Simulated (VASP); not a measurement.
# Si (P2_1/m) in VASP: further runs

Si is run at these levels: LDA; tasks: single point.

Program: VASP 6.6.1. These are calculated values, not measurements. Logs are shortened: lines on timing, memory, paths and dates and some standing lists are left out, and cuts for length are marked.

**1. The cell of the first run**

It takes space group P2_1/m (No. 11, monoclinic). The conventional cell has a = 3.539 Å, b = 6.289 Å, c = 3.815 Å, α = 90.00°, β = 112.93°, γ = 90.00°. Si (site symmetry 1) has 4 Si at 2.19 to 2.48 Å within 2.9 Å.

**2. Single point, LDA (engineering shear strain xy -0.0800, strain +e along x and -e along y -0.0700)**

INCAR reads:

```
SYSTEM = Si
ALGO = Normal
EDIFF = 1E-6
ENCUT = 520
ISIF = 2
ISMEAR = 0
LASPH = .TRUE.
LCHARG = .FALSE.
LREAL = .FALSE.
LWAVE = .FALSE.
NBANDS = 16
NELM = 100
PREC = Accurate
SIGMA = 0.03
```

KPOINTS reads:

```
k-points
0
G
  12 12 6
  0 0 0
```

POSCAR reads:

```
Si
1.0
    3.5355671602     -0.1520674047      0.0000000000
   -1.8994778157      3.5988545044      0.0000000000
    0.0000000000      0.0000000000      6.2886938331
Si
4
Direct
    0.3333333333      0.6666666667      0.0630360460
    0.6666666667      0.3333333333      0.5630360460
    0.3333333333      0.6666666667      0.4369639540
    0.6666666667      0.3333333333      0.9369639540
```

Potentials or basis: VASP PAW LDA potentials, release 64 (Si).

The run is started by

```console
cat potpaw_LDA.64/Si/POTCAR > POTCAR
mpirun -np 1 vasp_std > vasp.out
```

OUTCAR:

```text
SYSTEM = Si
   EDIFF = 1E-6
   ENCUT = 520
   ISIF = 2
   ISMEAR = 0
   LASPH = .TRUE.
   LREAL = .FALSE.
   NELM = 100
   PREC = Accurate

 ion  position               nearest neighbor table
   1  0.333  0.667  0.063-   4 2.19   4 2.34   3 2.35   4 2.48
   2  0.667  0.333  0.563-   3 2.19   3 2.34   4 2.35   3 2.48
   3  0.333  0.667  0.437-   2 2.19   2 2.34   1 2.35   2 2.48
   4  0.667  0.333  0.937-   1 2.19   1 2.34   2 2.35   1 2.48

  LATTYP: Found a simple monoclinic cell.
 ALAT       =     3.5388359159
 B/A-ratio  =     1.7770515453
 C/A-ratio  =     1.0781456841
 COS(beta)  =    -0.3895983850

  Lattice vectors:

 A1 = (   3.5355671602,  -0.1520674047,   0.0000000000)
 A2 = (   0.0000000000,   0.0000000000,   6.2886938331)
 A3 = (  -1.6360893445,  -3.4467870997,   0.0000000000)

Analysis of symmetry for initial positions (statically):
=====================================================================
 Subroutine PRICEL returns:
 Original cell was already a primitive cell.

 Routine SETGRP: Setting up the symmetry group for a
 simple monoclinic supercell.

 Subroutine GETGRP returns: Found  4 space group operations
 (whereof  2 operations were pure point group operations)
 out of a pool of  4 trial point group operations.

The static configuration has the point symmetry S_2 .
 The point group associated with its full space group is C_2h.

Analysis of symmetry for dynamics (positions and initial velocities):
=====================================================================
 Subroutine PRICEL returns:
 Original cell was already a primitive cell.

 Routine SETGRP: Setting up the symmetry group for a
 simple monoclinic supercell.

 Subroutine GETGRP returns: Found  4 space group operations
 (whereof  2 operations were pure point group operations)
 out of a pool of  4 trial point group operations.

The dynamic configuration has the point symmetry S_2 .
 The point group associated with its full space group is C_2h.

 Subroutine INISYM returns: Found  4 space group operations
 (whereof  2 operations are pure point group operations),
 and found     1 'primitive' translations

----------------------------------------------------------------------------------------

                                     Primitive cell

  volume of cell :      78.2008

  direct lattice vectors                    reciprocal lattice vectors
     3.535567160 -0.152067405  0.000000000     0.289409978  0.152750780  0.000000000
    -1.899477816  3.598854504  0.000000000     0.012228842  0.284320584  0.000000000
     0.000000000  0.000000000  6.288693833     0.000000000  0.000000000  0.159015533

  length of vectors
     3.538835916  4.069369695  6.288693833     0.327247515  0.284583448  0.159015533

  position of ions in fractional coordinates (direct lattice)
     0.333333333  0.666666667  0.063036046
     0.666666667  0.333333333  0.563036046
     0.333333333  0.666666667  0.436963954
     0.666666667  0.333333333  0.936963954

  ion indices of the primitive-cell ions
   primitive index   ion index
                 1           1
                 2           2
                 3           3
                 4           4

----------------------------------------------------------------------------------------

 KPOINTS: k-points

Automatic generation of k-mesh.
 Grid dimensions read from file:
 generate k-points for:   12   12    6

 Generating k-lattice:

  Cartesian coordinates                     Fractional coordinates (reciprocal lattice)
     0.024117498  0.012729232  0.000000000     0.083333333 -0.000000000  0.000000000
     0.001019070  0.023693382  0.000000000     0.000000000  0.083333333  0.000000000
     0.000000000  0.000000000  0.026502589     0.000000000  0.000000000  0.166666667

  Length of vectors
     0.027270626  0.023715287  0.026502589

  Shift w.r.t. Gamma in fractional coordinates (k-lattice)
     0.000000000  0.000000000  0.000000000

 Subroutine IBZKPT returns following result:
 ===========================================

 Found    296 irreducible k-points:

 Following reciprocal coordinates:
            Coordinates               Weight
  0.000000  0.000000  0.000000      1.000000
  0.083333 -0.000000  0.000000      2.000000
  0.166667  0.000000  0.000000      2.000000
  0.250000  0.000000  0.000000      2.000000
  0.333333  0.000000  0.000000      2.000000
  0.416667  0.000000  0.000000      2.000000
[... 16 lines left out ...]
  0.250000  0.166667  0.000000      2.000000
  0.333333  0.166667  0.000000      2.000000
 [... further k-points ...]
   k-points           NKPTS =    296   k-points in BZ     NKDIM =    296   number of bands    NBANDS=     16
   number of dos      NEDOS =    301   number of ions     NIONS =      4
   total plane-waves  NPLWV =  40320
   dimension x,y,z NGX =    28 NGY =   30 NGZ =   48
   dimension x,y,z NGXF=    56 NGYF=   60 NGZF=   96
   ions per type =               4
   NGX,Y,Z   is equivalent  to a cutoff of  13.15, 12.26, 12.69 a.u.
   NGXF,Y,Z  is equivalent  to a cutoff of  26.31, 24.51, 25.38 a.u.
 SYSTEM =  Si
   PREC   = accura    normal or accurate (medium, high low for compatibility)
   ISTART =      0    job   : 0-new  1-cont  2-samecut
   ICHARG =      2    charge: 1-file 2-atom 10-const
   ISPIN  =      1    spin polarized calculation?
   LNONCOLLINEAR =      F non collinear calculations
   LSORBIT =      F    spin-orbit coupling
   LASPH  =      T    aspherical Exc in radial PAW
   ENCUT  =  520.0 eV  38.22 Ry    6.18 a.u.   6.58  7.57 11.69*2*pi/ulx,y,z
   NELM   =    100;   NELMIN=  2; NELMDL= -5     # of ELM steps
   EDIFF  = 0.1E-05   stopping-criterion for ELM
   LREAL  =      F    real-space projection
   EDIFFG = 0.1E-04   stopping-criterion for IOM
   NSW    =      0    number of steps for IOM
   IBRION =     -1    ionic relax: 0-MD 1-quasi-New 2-CG
   NFREE  =      0    steps in history (QN), initial steepest desc. (CG)
   ISIF   =      2    stress and relaxation
   ISYM   =      2    0-nonsym 1-usesym 2-fastsym
   POTIM  = 0.5000    time-step for ionic-motion
   TEBEG  =    0.0;   TEEND  =   0.0 temperature during run
   PSTRESS=    0.0 pullay stress
   NELECT =      16.0000    total number of electrons
   NUPDOWN=      -1.0000    fix difference up-down
   EMIN   =  10.00;   EMAX   =-10.00  energy-range for DOS
   EFERMI =   0.00;   METHOD = LEGACY
   ISMEAR =     0;   SIGMA  =   0.03  broadening in eV -4-tet -1-fermi 0-gaus
   EFERMI_NEDOS =   21; number of points for ismear=-14 and -15
   IALGO  =     38    algorithm
   IMIX   =      4    mixing-type and parameters
     AMIX     =   0.40;   BMIX     =  1.00
     AMIX_MAG =   1.60;   BMIX_MAG =  1.00
  volume/ion in A,a.u.               =      19.55       131.93
  Fermi-wavevector in a.u.,A,eV,Ry     =   0.964668  1.822958 12.661361  0.930584
  Thomas-Fermi vector in A             =   2.094319
   LORBIT       =      0    0 simple, 1 ext, 2 COOP (PROOUT), +10 PAW based schemes
   GGA     = CA    functional components
   LHFCALC =     F    Hartree Fock is set to
   AEXX    =    0.0000 exact exchange contribution
   IVDW    =     0    specifies the selected vdW correction
   LEPSILON=     F    determine dielectric tensor
   LRPA    =     F    only Hartree local field effects (RPA)
 non-spin polarized calculation
 Gauss-broadening in eV      SIGMA  =   0.03
  energy-cutoff  :      520.00
  volume of cell :       78.20
 maximum number of plane-waves:      2130
 NGX is ok and might be reduce to    28
   NGX = 13   NGY = 15   NGZ = 23

 number of electron      16.0000000 magnetization

 Free energy of the ion-electron system (eV)
  ---------------------------------------------------
  ext. energy  EPLUGINS =         0.00000000
  ---------------------------------------------------
  free energy    TOTEN  =       -23.23359292 eV

  energy without entropy =      -23.23337532  energy(sigma->0) =      -23.23348412

 E-fermi :   6.1630     XC(G=0):  -9.6972

 val. band max:        6.1611350649   @ k =   0.0833  -0.0000   0.0000
 cond. band min:       6.1821072263   @ k =   0.3333   0.0000   0.3333
 fundamental gap:      0.0209721614
 Fermi energy:         6.1630396231

 k-point     1 :       0.0000    0.0000    0.0000
  band No.  band energies     occupation
      1      -6.1629      2.00000
      2      -3.8389      2.00000
      3      -1.1488      2.00000
      4       4.3099      2.00000
      5       5.1458      2.00000
      6       5.9135      2.00000
[... 8 lines left out ...]
     15      11.4795      0.00000
     16      12.2664      0.00000

 k-point     2 :       0.0833   -0.0000    0.0000
  band No.  band energies     occupation
      1      -6.0656      2.00000
      2      -3.7404      2.00000
      3      -1.0856      2.00000
      4       3.9652      2.00000
      5       4.5633      2.00000
      6       5.6592      2.00000
[... 8 lines left out ...]
     15      11.2951      0.00000
     16      12.3010      0.00000

 k-point     3 :       0.1667    0.0000    0.0000
  band No.  band energies     occupation
      1      -5.7754      2.00000
      2      -3.4458      2.00000
      3      -0.9186      2.00000
      4       3.0873      2.00000
      5       3.7100      2.00000
      6       4.7267      2.00000
[... 8 lines left out ...]
     15      11.3171      0.00000
     16      11.3798      0.00000

 k-point     4 :       0.2500    0.0000    0.0000
  band No.  band energies     occupation
      1      -5.2976      2.00000
      2      -2.9589      2.00000
      3      -0.7579      2.00000
      4       2.0139      2.00000
      5       3.1280      2.00000
      6       3.4235      2.00000
[... 8 lines left out ...]
     15      12.1977      0.00000
     16      12.2590      0.00000
[... 324 lines left out ...]
 k-point    22 :       0.1667    0.1667    0.0000
  band No.  band energies     occupation
      1      -5.2004      2.00000
      2      -2.8632      2.00000
      3      -0.9752      2.00000
      4       1.4901      2.00000
      5       2.5765      2.00000
      6       3.0630      2.00000
[... 8 lines left out ...]
     15      12.1168      0.00000
     16      12.4513      0.00000

 k-point    23 :       0.2500    0.1667    0.0000
  band No.  band energies     occupation
      1      -4.5943      2.00000
      2      -2.2425      2.00000
      3      -1.2006      2.00000
      4       1.5215      2.00000
      5       1.8226      2.00000
      6       2.0423      2.00000
[... 8 lines left out ...]
     15      12.5348      0.00000
     16      13.5455      0.00000

 k-point    24 :       0.3333    0.1667    0.0000
  band No.  band energies     occupation
      1      -3.8423      2.00000
      2      -1.7800      2.00000
      3      -1.4604      2.00000
      4       0.8894      2.00000
      5       1.3560      2.00000
      6       1.9634      2.00000
[... 8 lines left out ...]
     15      12.7863      0.00000
     16      13.7700      0.00000

 [... further k-points ...]

------------------------ aborting loop because EDIFF is reached ----------------------------------------

  FORCE on cell =-STRESS in cart. coord.  units (eV):
  Direction    XX          YY          ZZ          XY          YZ          ZX
  --------------------------------------------------------------------------------------
  -------------------------------------------------------------------------------------
  Total        7.2503596     -4.2875237      0.0763538      3.6560440      0.0000000      0.0000000
  in kB      148.5452903    -87.8427394      1.5643356     74.9049901      0.0000000      0.0000000
  external PRESSURE =      20.7556288 kB  Pullay stress =       0.0000000 kB

 VOLUME and BASIS-vectors are now :
 -----------------------------------------------------------------------------
  energy-cutoff  :      520.00
  volume of cell :       78.20
      direct lattice vectors                 reciprocal lattice vectors
     3.535567160 -0.152067405  0.000000000     0.289409978  0.152750780  0.000000000
    -1.899477816  3.598854504  0.000000000     0.012228842  0.284320584  0.000000000
     0.000000000  0.000000000  6.288693833     0.000000000  0.000000000  0.159015533

 POSITION                                       TOTAL-FORCE (eV/Angst)
 -----------------------------------------------------------------------------------
     -0.08780      2.34855      0.39641         1.041437      1.133950      0.255190
      1.72389      1.09824      3.54076        -1.041437     -1.133950      0.255190
     -0.08780      2.34855      2.74793         1.041437      1.133950     -0.255190
      1.72389      1.09824      5.89228        -1.041437     -1.133950     -0.255190
 -----------------------------------------------------------------------------------
    total drift:                               -0.000000     -0.000000      0.000000

  FREE ENERGIE OF THE ION-ELECTRON SYSTEM (eV)
  ---------------------------------------------------
  free  energy   TOTEN  =       -23.2335929170 eV

  energy  without entropy=      -23.2333753213  energy(sigma->0) =      -23.23348412
```

It took 3.5 min on 1 thread of Intel Xeon Platinum 8259CL at 2.50GHz (Skylake/Cascade Lake), shared host; peak memory 0.35 GiB.

What came out:

```yaml
Free_energy: -23.2336 eV
Pressure: 2.1 GPa
Largest_force: 1.561 eV/Å
Band_gap_on_the_k_mesh: zero (bands 8 and 9 overlap by 0.85 eV)
```

Forces on the atoms (eV/Å):
```
Si   1.041  1.134  0.255
Si  -1.041 -1.134  0.255
Si   1.041  1.134 -0.255
Si  -1.041 -1.134 -0.255
```

Caveat: the cell differs from its parent crystal (engineering shear strain xy -0.0800, strain +e along x and -e along y -0.0700); the stress differs along the axes, from -9 to 15 GPa; forces of over 1 eV/Å act on the atoms, so gaps and moduli don't describe the material at rest.

**3. Single point, LDA (engineering shear strain xy -0.0800, strain +e along x and -e along y +0.0700)**

INCAR reads:

```
SYSTEM = Si
PREC     = Accurate       ! precision mode
ENCUT    = 520            ! plane-wave cutoff, eV
EDIFF    = 1E-6           ! SCF threshold, eV
ISMEAR   = 0              ! smearing method
SIGMA    = 0.03           ! smearing width, eV
LREAL    = .False.        ! projectors in reciprocal space
LASPH    = .True.         ! aspherical terms in the spheres
NELM     = 60             ! most SCF steps
ALGO     = Normal         ! electronic algorithm
ISIF     = 2              ! what is computed and relaxed
LWAVE    = .False.        ! write WAVECAR
LCHARG   = .False.        ! write CHGCAR
GGA      = CA             ! functional
NBANDS   = 16             ! bands
```

KPOINTS reads:

```
regular mesh
0
Gamma
  12 12 6
  0 0 0
```

POSCAR, as its differences from that of step 2:

```diff
@@ -2,4 +2,4 @@
 1.0
-    3.5355671602     -0.1520674047      0.0000000000
-   -1.8994778157      3.5988545044      0.0000000000
+    4.0678030768     -0.1520674047      0.0000000000
+   -2.1655957740      3.1379246799      0.0000000000
     0.0000000000      0.0000000000      6.2886938331
```

Potentials or basis: VASP PAW LDA potentials, release 64 (Si).

The run is started by

```console
cat potpaw_LDA.64/Si/POTCAR > POTCAR
mpirun -np 1 vasp_std > vasp.out
```

It took 4.2 min on 1 thread of Intel Xeon Platinum 8259CL at 2.50GHz (Skylake/Cascade Lake), shared host; peak memory 0.35 GiB.

The run converged. Its results:

| Property | Result |
| --- | --- |
| Free energy | -23.2331 eV |
| Pressure | 2.1 GPa |
| Largest force | 1.570 eV/Å |
| Band gap on the k mesh | zero (bands 8 and 9 overlap by 0.85 eV) |

Forces on the atoms (eV/Å):
```
Si   0.454 -1.481  0.256
Si  -0.454  1.481  0.256
Si   0.454 -1.481 -0.256
Si  -0.454  1.481 -0.256
```

Stress tensor (GPa, compression positive):
```
-9.43  6.38  0.00
 6.38 15.51  0.00
 0.00  0.00  0.16
```

Levels at points of the mesh, in eV from the Fermi level:
```
           k point  band 4  band 5  band 6  band 7  band 8  band 9  band 10  band 11  band 12  band 13
(0.00, 0.00, 0.00)   -1.85   -1.02   -0.25   -0.17    0.18    0.51     1.93     2.26     2.43     3.45
(0.50, 0.00, 0.00)   -5.91   -4.70   -3.31   -2.54   -1.24    0.46     2.47     2.94     3.15     4.50
(0.00, 0.50, 0.00)   -6.27   -4.43   -3.83   -2.99   -2.06   -0.43     1.34     2.40     2.78     5.18
(0.50, 0.50, 0.00)   -5.72   -4.95   -3.05   -1.98   -0.43    1.46     3.08     3.54     4.01     4.03
(0.00, 0.00, 0.50)   -4.29   -1.17   -1.17   -0.40   -0.40    1.07     1.07     2.79     2.79     4.40
(0.50, 0.00, 0.50)   -7.24   -2.61   -2.61   -2.05   -2.05    0.99     0.99     1.67     1.67     5.60
(0.00, 0.50, 0.50)   -7.37   -3.13   -3.13   -2.26   -2.26    0.13     0.13     1.77     1.77     5.08
(0.50, 0.50, 0.50)   -7.19   -2.65   -2.65   -1.38   -1.38    1.27     1.27     2.24     2.24     6.36
```

Caveat: the cell differs from its parent crystal (engineering shear strain xy -0.0800, strain +e along x and -e along y +0.0700); the stress differs along the axes, from -9 to 16 GPa; forces of over 1 eV/Å act on the atoms, so gaps and moduli don't describe the material at rest.

(Part 1 of 2 ends here.)

The gap in the log of VASP goes by the Fermi energy; the results here count the filled bands.